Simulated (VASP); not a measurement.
Write the native input for VASP 6.6.1 that does the following.

| Item | Value |
| --- | --- |
| Task | single point |
| Functional | PBE |
| Potentials or basis | VASP PAW PBE potentials, release 64 (Si, Mo_sv) |
| Cutoff | 520 eV |
| k mesh | 20 × 20 × 20 |
| Occupations | fermi-dirac, width 0.05 eV |
| Spin | no spin polarisation |
| Dipole correction | no |
| Further INCAR settings | ALGO = Normal; EDIFF = 1e-06; NBANDS = 18 |

The structure of Si2Mo lies in POSCAR:

```
Si2Mo
1.0
   -1.6000000000      1.6000000000      3.9305000000
    1.6000000000     -1.6000000000      3.9305000000
    1.6000000000      1.6000000000     -3.9305000000
Si Mo
2 1
Direct
    0.3349327296      0.3349327296      0.0000000000
    0.6650672704      0.6650672704      0.0000000000
    0.0000000000      0.0000000000      0.0000000000
```

One way to write it, as run:

INCAR

```
SYSTEM = Si2Mo
ALGO = Normal ; EDIFF = 1E-6
ENCUT = 520 ; GGA = PE
ISIF = 2 ; ISMEAR = -1
LASPH = .True. ; LCHARG = .True.
LELF = .True. ; LREAL = .False.
LVHAR = .True. ; LWAVE = .False.
NBANDS = 18 ; NELM = 60
PREC = Accurate ; SIGMA = 0.05
```

KPOINTS

```
k-points
0
Gamma
  20 20 20
  0 0 0
```

Potentials or basis: VASP PAW PBE potentials, release 64 (Si, Mo_sv).

The run is started by

```bash
$ cat potpaw_PBE.64/Si/POTCAR potpaw_PBE.64/Mo_sv/POTCAR > POTCAR
$ mpirun -np 1 vasp_std > vasp.out
```

Results of the run:

| Item | Value |
| --- | --- |
| Pressure | 2.6 GPa |
| Band gap on the k mesh | zero (bands 11 and 12 overlap by 0.95 eV) |

Run time: 12 min on 1 thread of Oxide Virtual Turin-like Processor, with other jobs on the host, peak memory 0.52 GiB.
